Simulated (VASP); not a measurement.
Ir:

```
Ir
1.0
     0.00000    1.91560    1.91560
     1.91560    0.00000    1.91560
     1.91560    1.91560    0.00000
Ir
1
Cartesian
  0.0000 0.0000 0.0000
```

* Program: VASP 6.6.1
* Task: relaxation of cell and atoms
* Functional: BLYP
* Dispersion: D3(BJ)
* Potentials or basis: VASP PAW PBE potentials, release 64 (Ir)
* Cutoff: 600 eV
* k mesh: 12 × 12 × 12
* Occupations: fermi-dirac, width 0.05 eV
* Spin: no spin polarisation

At the start: pressure 11.5 GPa; volume 14.06 Å³/atom.

Q: How do energy, volume and symmetry change on relaxing?

A: Over 16 steps the energy falls by 14.9 meV/atom and the volume is 14.49 Å³/atom (+3.1 %); space group Fm-3m (No. 225, to 0.05 Å).

Step by step:
```csv
step,energy change (eV),largest force (eV/Å),pressure (GPa),volume (Å³)
1,0.0000,0.0000,11.46,14.06
2,0.1615,0.0000,-29.28,16.21
3,-0.0149,0.0000,-0.52,14.51
4,-0.0149,0.0000,-0.06,14.49
5,-0.0149,0.0000,0.16,14.48
6,-0.0149,0.0000,0.16,14.48
7,-0.0149,0.0000,0.16,14.48
8,-0.0149,0.0000,0.13,14.48
9,-0.0149,0.0000,0.13,14.48
10,-0.0149,0.0000,0.13,14.48
11,-0.0149,0.0000,0.13,14.48
12,-0.0149,0.0000,0.13,14.48
13,-0.0149,0.0000,0.12,14.49
14,-0.0149,0.0000,0.11,14.49
15,-0.0149,0.0000,0.09,14.49
16,-0.0149,0.0000,-0.03,14.49
```

Final structure:
```
Ir
1.0
     0.00000    1.93503    1.93503
     1.93503    0.00000    1.93503
     1.93503    1.93503    0.00000
Ir
1
Direct
  0.00000 0.00000 0.00000
```

Caveat: the PAW data sets were made with another functional, which shifts forces and pressure a little; pairwise dispersion overbinds metals, which lowers pressure and volume.
